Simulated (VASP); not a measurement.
# Pt (Im-3m) in VASP: notebook

Runs on Pt. Level: LDA. Tasks: single point.

Everything below comes from runs of VASP 6.6.1. Logs are shortened: lines on timing, memory, paths and dates and some standing lists are left out, and cuts for length are marked.

## 1. The cell of the first run

The structure is cubic, space group Im-3m (No. 229). Conventional cell: a = 3.104 Å, b = 3.104 Å, c = 3.104 Å, α = 90.00°, β = 90.00°, γ = 90.00°. Pt (site symmetry m-3m) has 14 Pt at 2.69 to 3.10 Å within 3.5 Å.

## 2. Single point, LDA (volume scaled by 0.94)

INCAR reads:

```
SYSTEM = Pt
ALGO = Normal
EDIFF = 1E-6
ENCUT = 520
GGA = CA
ISIF = 2
ISMEAR = -1
LASPH = .True.
LCHARG = .False.
LREAL = .False.
LWAVE = .False.
NBANDS = 11
NELM = 100
PREC = Accurate
SIGMA = 0.05
```

KPOINTS reads:

```
k-points
0
Gamma
  12 12 12
  0 0 0
```

POSCAR reads:

```
Pt
1.0
   -1.5518799051      1.5518799051      1.5518799051
    1.5518799051     -1.5518799051      1.5518799051
    1.5518799051      1.5518799051     -1.5518799051
Pt
1
Direct
    0.0000000000      0.0000000000      0.0000000000
```

Potentials or basis: VASP PAW LDA potentials, release 64 (Pt).

Started as:

```bash
$ cat potpaw_LDA.64/Pt/POTCAR > POTCAR
$ mpirun -np 1 vasp_std > vasp.out
```

OUTCAR:

```text
SYSTEM = Pt
   EDIFF = 1E-6
   ENCUT = 520
   GGA = CA
   ISIF = 2
   ISMEAR = -1
   LASPH = .True.
   LREAL = .False.
   NELM = 100
   PREC = Accurate

 ion  position               nearest neighbor table
   1  0.000  0.000  0.000-

  LATTYP: Found a body centered cubic cell.
 ALAT       =     3.1037598102

  Lattice vectors:

 A1 = (  -1.5518799051,   1.5518799051,   1.5518799051)
 A2 = (   1.5518799051,  -1.5518799051,   1.5518799051)
 A3 = (   1.5518799051,   1.5518799051,  -1.5518799051)

Analysis of symmetry for initial positions (statically):
=====================================================================
 Subroutine PRICEL returns:
 Original cell was already a primitive cell.

 Routine SETGRP: Setting up the symmetry group for a
 body centered cubic supercell.

 Subroutine GETGRP returns: Found 48 space group operations
[... 9 lines left out ...]

 Routine SETGRP: Setting up the symmetry group for a
 body centered cubic supercell.

 Subroutine GETGRP returns: Found 48 space group operations
[... 11 lines left out ...]
                                     Primitive cell

  volume of cell :      14.9498

  direct lattice vectors                    reciprocal lattice vectors
    -1.551879905  1.551879905  1.551879905     0.000000000  0.322189880  0.322189880
     1.551879905 -1.551879905  1.551879905     0.322189880  0.000000000  0.322189880
     1.551879905  1.551879905 -1.551879905     0.322189880  0.322189880  0.000000000

  length of vectors
     2.687934843  2.687934843  2.687934843     0.455645298  0.455645298  0.455645298

  position of ions in fractional coordinates (direct lattice)
     0.000000000  0.000000000  0.000000000

  ion indices of the primitive-cell ions
   primitive index   ion index
                 1           1

----------------------------------------------------------------------------------------

 KPOINTS: k-points

Automatic generation of k-mesh.
 Grid dimensions read from file:
 generate k-points for:   12   12   12

 Generating k-lattice:

  Cartesian coordinates                     Fractional coordinates (reciprocal lattice)
     0.000000000  0.026849157  0.026849157     0.083333333  0.000000000  0.000000000
     0.026849157  0.000000000  0.026849157     0.000000000  0.083333333  0.000000000
     0.026849157  0.026849157  0.000000000     0.000000000  0.000000000  0.083333333

  Length of vectors
     0.037970441  0.037970441  0.037970441

  Shift w.r.t. Gamma in fractional coordinates (k-lattice)
     0.000000000  0.000000000  0.000000000

 Subroutine IBZKPT returns following result:
 ===========================================

 Found     72 irreducible k-points:

 Following reciprocal coordinates:
            Coordinates               Weight
  0.000000  0.000000  0.000000      1.000000
  0.083333  0.000000  0.000000     12.000000
  0.166667  0.000000  0.000000     12.000000
  0.250000  0.000000  0.000000     12.000000
  0.333333  0.000000  0.000000     12.000000
  0.416667  0.000000  0.000000     12.000000
[... 16 lines left out ...]
  0.333333  0.083333  0.083333     24.000000
  0.416667  0.083333  0.083333     12.000000
 [... further k-points ...]
   k-points           NKPTS =     72   k-points in BZ     NKDIM =     72   number of bands    NBANDS=     11
   number of dos      NEDOS =    301   number of ions     NIONS =      1
   total plane-waves  NPLWV =   8000
   dimension x,y,z NGX =    20 NGY =   20 NGZ =   20
   dimension x,y,z NGXF=    40 NGYF=   40 NGZF=   40
   ions per type =               1
   NGX,Y,Z   is equivalent  to a cutoff of  12.37, 12.37, 12.37 a.u.
   NGXF,Y,Z  is equivalent  to a cutoff of  24.74, 24.74, 24.74 a.u.
 SYSTEM =  Pt
   PREC   = accura    normal or accurate (medium, high low for compatibility)
   ISTART =      0    job   : 0-new  1-cont  2-samecut
   ICHARG =      2    charge: 1-file 2-atom 10-const
   ISPIN  =      1    spin polarized calculation?
   LNONCOLLINEAR =      F non collinear calculations
   LSORBIT =      F    spin-orbit coupling
   LASPH  =      T    aspherical Exc in radial PAW
   ENCUT  =  520.0 eV  38.22 Ry    6.18 a.u.   5.00  5.00  5.00*2*pi/ulx,y,z
   NELM   =    100;   NELMIN=  2; NELMDL= -5     # of ELM steps
   EDIFF  = 0.1E-05   stopping-criterion for ELM
   LREAL  =      F    real-space projection
   EDIFFG = 0.1E-04   stopping-criterion for IOM
   NSW    =      0    number of steps for IOM
   IBRION =     -1    ionic relax: 0-MD 1-quasi-New 2-CG
   NFREE  =      0    steps in history (QN), initial steepest desc. (CG)
   ISIF   =      2    stress and relaxation
   ISYM   =      2    0-nonsym 1-usesym 2-fastsym
   POTIM  = 0.5000    time-step for ionic-motion
   TEBEG  =    0.0;   TEEND  =   0.0 temperature during run
   PSTRESS=    0.0 pullay stress
   NELECT =      10.0000    total number of electrons
   NUPDOWN=      -1.0000    fix difference up-down
   EMIN   =  10.00;   EMAX   =-10.00  energy-range for DOS
   EFERMI =   0.00;   METHOD = LEGACY
   ISMEAR =    -1;   SIGMA  =   0.05  broadening in eV -4-tet -1-fermi 0-gaus
   EFERMI_NEDOS =   21; number of points for ismear=-14 and -15
   IALGO  =     38    algorithm
   IMIX   =      4    mixing-type and parameters
     AMIX     =   0.40;   BMIX     =  1.00
     AMIX_MAG =   1.60;   BMIX_MAG =  1.00
  volume/ion in A,a.u.               =      14.95       100.89
  Fermi-wavevector in a.u.,A,eV,Ry     =   1.431737  2.705592 27.890204  2.049872
  Thomas-Fermi vector in A             =   2.551441
   LORBIT       =      0    0 simple, 1 ext, 2 COOP (PROOUT), +10 PAW based schemes
   GGA     = CA    functional components
   LHFCALC =     F    Hartree Fock is set to
   AEXX    =    0.0000 exact exchange contribution
   IVDW    =     0    specifies the selected vdW correction
   LEPSILON=     F    determine dielectric tensor
   LRPA    =     F    only Hartree local field effects (RPA)
 non-spin polarized calculation
  energy-cutoff  :      520.00
  volume of cell :       14.95
 maximum number of plane-waves:       420
   NGX =  9   NGY =  9   NGZ =  9

 number of electron      10.0000000 magnetization

 Free energy of the ion-electron system (eV)
  ---------------------------------------------------
  ext. energy  EPLUGINS =         0.00000000
  ---------------------------------------------------
  free energy    TOTEN  =        -7.40757884 eV

  energy without entropy =       -7.40198087  energy(sigma->0) =       -7.40477985

 E-fermi :  10.9979     XC(G=0): -13.7328

 val. band max:       10.9414648698   @ k =   0.5000   0.5000   0.4167
 cond. band min:      11.0433031644   @ k =  -0.4167  -0.4167   0.1667
 fundamental gap:      0.1018382946
 Fermi energy:        10.9978824702

 k-point     1 :       0.0000    0.0000    0.0000
  band No.  band energies     occupation
      1       0.9760      2.00000
      2       7.2634      2.00000
      3       7.2634      2.00000
      4       7.2634      2.00000
      5      10.0146      2.00000
      6      10.0146      2.00000
      7      28.1184      0.00000
      8      28.1184      0.00000
      9      28.1184      0.00000
     10      38.9312      0.00000
     11      38.9312      0.00000

 k-point     2 :       0.0833    0.0000    0.0000
  band No.  band energies     occupation
      1       1.2729      2.00000
      2       7.1426      2.00000
      3       7.2606      2.00000
      4       7.5085      2.00000
      5       9.8599      2.00000
      6      10.0229      2.00000
      7      28.2608      0.00000
      8      28.4031      0.00000
      9      28.5672      0.00000
     10      36.1008      0.00000
     11      36.7559      0.00000

 k-point     3 :       0.1667    0.0000    0.0000
  band No.  band energies     occupation
      1       2.0979      2.00000
      2       6.8272      2.00000
      3       7.2283      2.00000
      4       8.2193      2.00000
      5       9.5935      2.00000
      6      10.0566      2.00000
      7      28.2417      0.00000
      8      28.3623      0.00000
      9      29.8457      0.00000
     10      34.2777      0.00000
     11      34.3696      0.00000

 k-point     4 :       0.2500    0.0000    0.0000
  band No.  band energies     occupation
      1       3.1708      2.00000
      2       6.4261      2.00000
      3       7.3073      2.00000
      4       9.3118      2.00000
      5       9.5349      2.00000
      6      10.1302      2.00000
      7      26.0903      0.00000
      8      27.2235      0.00000
      9      31.7691      0.00000
     10      33.5169      0.00000
     11      34.2992      0.00000

 k-point     5 :       0.3333    0.0000    0.0000
  band No.  band energies     occupation
      1       3.8645      2.00000
      2       6.0541      2.00000
      3       8.1263      2.00000
      4       9.7197      2.00000
      5      10.2381      2.00000
      6      10.6080      1.99918
      7      22.6580      0.00000
      8      25.7771      0.00000
      9      30.4839      0.00000
     10      34.0384      0.00000
     11      35.2718      0.00000

 k-point     6 :       0.4167    0.0000    0.0000
  band No.  band energies     occupation
      1       3.9726      2.00000
      2       5.7974      2.00000
      3       9.5278      2.00000
      4      10.2374      2.00000
      5      10.3416      2.00000
      6      11.7636      0.00000
      7      19.4503      0.00000
      8      24.7030      0.00000
      9      28.2030      0.00000
     10      35.5724      0.00000
     11      36.1251      0.00000

 k-point     7 :       0.5000    0.0000    0.0000
  band No.  band energies     occupation
      1       3.9458      2.00000
      2       5.7064      2.00000
      3       9.8172      2.00000
      4      10.3853      1.99999
      5      11.1642      0.06931
      6      12.2543      0.00000
      7      17.8585      0.00000
      8      24.3164      0.00000
      9      27.3268      0.00000
     10      35.3069      0.00000
     11      37.0245      0.00000

 k-point     8 :       0.0833    0.0833    0.0000
  band No.  band energies     occupation
      1       1.8387      2.00000
      2       7.0026      2.00000
      3       7.1167      2.00000
      4       8.0354      2.00000
      5       9.6177      2.00000
      6      10.0738      2.00000
      7      28.3828      0.00000
      8      28.8370      0.00000
      9      29.0789      0.00000
     10      33.8640      0.00000
     11      35.7797      0.00000
[... 141 lines left out ...]
 k-point    19 :       0.3333    0.3333    0.0000
  band No.  band energies     occupation
      1       5.2766      2.00000
      2       6.8296      2.00000
      3       6.8296      2.00000
      4      10.2665      2.00000
      5      10.2665      2.00000
      6      16.9090      0.00000
      7      19.1460      0.00000
      8      19.1460      0.00000
      9      28.0044      0.00000
     10      33.7305      0.00000
     11      33.7305      0.00000

 k-point    20 :       0.0833    0.0833    0.0833
  band No.  band energies     occupation
      1       2.6131      2.00000
      2       6.7468      2.00000
      3       6.7468      2.00000
      4       9.0190      2.00000
      5       9.8411      2.00000
      6       9.8411      2.00000
      7      28.3176      0.00000
      8      28.3176      0.00000
      9      29.3863      0.00000
     10      31.2696      0.00000
     11      36.3740      0.00000

 k-point    21 :       0.1667    0.0833    0.0833
  band No.  band energies     occupation
      1       3.6878      2.00000
      2       6.3420      2.00000
      3       6.6159      2.00000
      4       9.7376      2.00000
      5      10.0620      2.00000
      6      10.3668      1.99999
      7      26.1289      0.00000
      8      27.1012      0.00000
      9      28.5723      0.00000
     10      30.6934      0.00000
     11      37.6167      0.00000

 k-point    22 :       0.2500    0.0833    0.0833
  band No.  band energies     occupation
      1       4.4291      2.00000
      2       6.0046      2.00000
      3       7.1532      2.00000
      4       9.8155      2.00000
      5      10.2398      2.00000
      6      11.9644      0.00000
      7      22.4459      0.00000
      8      25.7001      0.00000
      9      27.2291      0.00000
     10      32.6312      0.00000
     11      38.0901      0.00000

 k-point    23 :       0.3333    0.0833    0.0833
  band No.  band energies     occupation
      1       4.5008      2.00000
      2       5.7860      2.00000
      3       8.4858      2.00000
      4       9.9406      2.00000
      5      10.3604      1.99999
      6      13.5866      0.00000
      7      19.1633      0.00000
      8      24.6999      0.00000
      9      26.0100      0.00000
     10      34.7206      0.00000
     11      36.5137      0.00000

 k-point    24 :       0.4167    0.0833    0.0833
  band No.  band energies     occupation
      1       4.4566      2.00000
      2       5.7106      2.00000
      3       9.2794      2.00000
      4       9.9678      2.00000
      5      10.4044      1.99999
      6      14.6106      0.00000
      7      17.4361      0.00000
      8      24.3426      0.00000
      9      25.4641      0.00000
     10      35.8019      0.00000
     11      35.9184      0.00000

 [... further k-points ...]
[... 5 lines left out ...]
  --------------------------------------------------------------------------------------
  -------------------------------------------------------------------------------------
  Total       -0.0079047     -0.0079047     -0.0079047      0.0000000     -0.0000000      0.0000000
  in kB       -0.8471478     -0.8471478     -0.8471478      0.0000000     -0.0000000      0.0000000
  external PRESSURE =      -0.8471478 kB  Pullay stress =       0.0000000 kB

 VOLUME and BASIS-vectors are now :
 -----------------------------------------------------------------------------
  energy-cutoff  :      520.00
  volume of cell :       14.95
      direct lattice vectors                 reciprocal lattice vectors
    -1.551879905  1.551879905  1.551879905     0.000000000  0.322189880  0.322189880
     1.551879905 -1.551879905  1.551879905     0.322189880  0.000000000  0.322189880
     1.551879905  1.551879905 -1.551879905     0.322189880  0.322189880  0.000000000

 POSITION                                       TOTAL-FORCE (eV/Angst)
 -----------------------------------------------------------------------------------
      0.00000      0.00000      0.00000        -0.000000      0.000000     -0.000000
 -----------------------------------------------------------------------------------
    total drift:                               -0.000000     -0.000000      0.000000

  FREE ENERGIE OF THE ION-ELECTRON SYSTEM (eV)
  ---------------------------------------------------
  free  energy   TOTEN  =        -7.4075788388 eV

  energy  without entropy=       -7.4019808678  energy(sigma->0) =       -7.40477985
```

It took 5.1 s on 1 thread of AMD EPYC 9R45 (Zen 5), shared host; peak memory 0.09 GiB.

What came out:

- Free energy: -7.4076 eV
- Pressure: -0.1 GPa
- Band gap on the k mesh: zero (band 5 reaches 12.21 eV, above the bottom of band 6 at 9.84 eV)

Caveat: spin-orbit coupling is left out, which moves the levels of the heavy elements.

(Continued in part 2 of 3.)
